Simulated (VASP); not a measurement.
MgS, 2 atoms in the cell. The structure is cubic, space group Pm-3m (No. 221). Conventional cell: a = 3.263 Å, b = 3.263 Å, c = 3.263 Å, α = 90.00°, β = 90.00°, γ = 90.00°. Within 3.7 Å of Mg (site symmetry m-3m) lie 8 S at 2.83 Å and 6 Mg at 3.26 Å. Within 3.7 Å of S (site symmetry m-3m) lie 8 Mg at 2.83 Å and 6 S at 3.26 Å. 

| Item | Value |
| --- | --- |
| Program | VASP 6.6.1 |
| Task | single point |
| Functional | r2SCAN |
| Potentials or basis | VASP PAW PBE potentials, release 64 (Mg, S) |
| Cutoff | 520 eV |
| k mesh | 8 × 8 × 8 |
| Occupations | fermi-dirac, width 0.02 eV |
| Spin | no spin polarisation |
| Dipole correction | no |
| Further INCAR settings | ALGO = Normal; EDIFF = 1e-07; NBANDS = 11 |

Potentials or basis: VASP PAW PBE potentials, release 64 (Mg, S).

Command:

```sh
$ cat potpaw_PBE.64/Mg/POTCAR potpaw_PBE.64/S/POTCAR > POTCAR
$ cp INCAR.step1 INCAR
$ mpirun -np 1 vasp_std > vasp.out
$ cp INCAR.step2 INCAR
$ mpirun -np 1 vasp_std > vasp.out
```

Hardware: 1 thread of Intel Xeon 8259CL, on a shared host.

How long does it take, and how much memory?

Wall time 68 s on 1 thread of Intel Xeon 8259CL, with other jobs on the host, peak memory 0.15 GiB. Counts: k points 35.
